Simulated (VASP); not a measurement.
Input of a VASP 6.6.1 run:

The input INCAR:

```
SYSTEM = Cu
ALGO     = Normal         ! electronic algorithm
DIPOL    = 0.5 0.5 0.500
EDIFF    = 1E-6           ! SCF threshold, eV
ENCUT    = 520            ! plane-wave cutoff, eV
GGA      = PS             ! functional
IDIPOL   = 3            
ISIF     = 2              ! what is computed and relaxed
ISMEAR   = 0              ! smearing method
LASPH    = .TRUE.         ! aspherical terms in the spheres
LCHARG   = .TRUE.         ! write CHGCAR
LDIPOL   = .TRUE.       
LELF     = .TRUE.         ! ELF
LREAL    = .FALSE.        ! projectors in reciprocal space
LVACPOTAV= .TRUE.       
LVHAR    = .TRUE.       
LWAVE    = .FALSE.        ! write WAVECAR
NBANDS   = 42             ! bands
NELM     = 60             ! most SCF steps
PREC     = Accurate       ! precision mode
SIGMA    = 0.1            ! smearing width, eV
```

The input KPOINTS:

```
k-points
0
G
  11 8 1
  0 0 0
```

File POSCAR:

```
Cu
1.0
    2.5196845177      0.0000000000      0.0000000000
    0.0000000000      3.5633720178      0.0000000000
    0.0000000000      0.0000000000     23.2992112941
Cu
6
Direct
    0.5000000000      0.5000000000      0.3648192161
    0.0000000000      0.0000000000      0.4188915297
    0.5000000000      0.5000000000      0.4729638432
    0.0000000000      0.0000000000      0.5263868545
    0.5000000000      0.5000000000      0.5828376788
    0.0000000000      0.0000000000      0.6311417506
```

Potentials or basis: VASP PAW PBE potentials, release 64 (Cu).

Run with:

```bash
$ cat potpaw_PBE.64/Cu/POTCAR > POTCAR
$ mpirun -np 1 vasp_std > vasp.out
```

**Question.** What does it give for the band gap on the k mesh?

**Answer.** Zero (band 33 reaches 1.47 eV, above the bottom of band 34 at -1.91 eV).

**Question.** Estimate the largest force.

**Answer.** 0.473 eV/Å.

Forces in eV/Å, atoms in the order of the input:
```
Cu   0.000  0.000  0.430
Cu   0.000  0.000 -0.473
Cu   0.000  0.000 -0.008
Cu   0.000  0.000 -0.016
Cu   0.000  0.000  0.002
Cu   0.000  0.000  0.065
```

Caveat: the PAW data sets were made with another functional, which shifts forces and pressure a little.
